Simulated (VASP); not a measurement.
Set up this calculation in VASP 6.6.1, as the native input.

| Property | Result |
| --- | --- |
| Task | single point |
| Functional | PBE |
| Potentials or basis | VASP PAW PBE potentials, release 64 (Na_pv) |
| Cutoff | 520 eV |
| k mesh | 12 × 12 × 12 |
| Occupations | gaussian, width 0.1 eV |
| Spin | no spin polarisation |
| Dipole correction | no |
| Further INCAR settings | ALGO = Fast; EDIFF = 1e-07; NBANDS = 10 |

The structure of Na lies in POSCAR:

```
Na
1.0
    1.9744535462     -3.0452257034     -0.1033359813
    1.9744535462      3.0452257034     -0.1033359813
   -1.8271302826      0.0000000000      3.1465017186
Na
1
Direct
    0.0000000000      0.0000000000      0.5000000000
```

These files were run (other wordings do the same):

INCAR

```
PREC = Accurate
ENCUT = 520
EDIFF = 1E-7
ISMEAR = 0
SIGMA = 0.1
LREAL = False
LASPH = True
NELM = 60
ALGO = Fast
ISIF = 2
LWAVE = False
LCHARG = False
GGA = PE
NBANDS = 10
```

KPOINTS

```
regular mesh
0
Gamma
  12 12 12
```

Potentials or basis: VASP PAW PBE potentials, release 64 (Na_pv).

Launch:

```bash
$ cat potpaw_PBE.64/Na_pv/POTCAR > POTCAR
$ mpirun -np 1 vasp_std > vasp.out
```

It gave:

* Pressure: 0.0 GPa
* Band gap on the k mesh: zero (an odd number of electrons rules out a gap without spin polarisation)

Wall time 3.5 min on 1 thread of Oxide Virtual Turin-like Processor, on a shared host, peak memory 0.22 GiB.
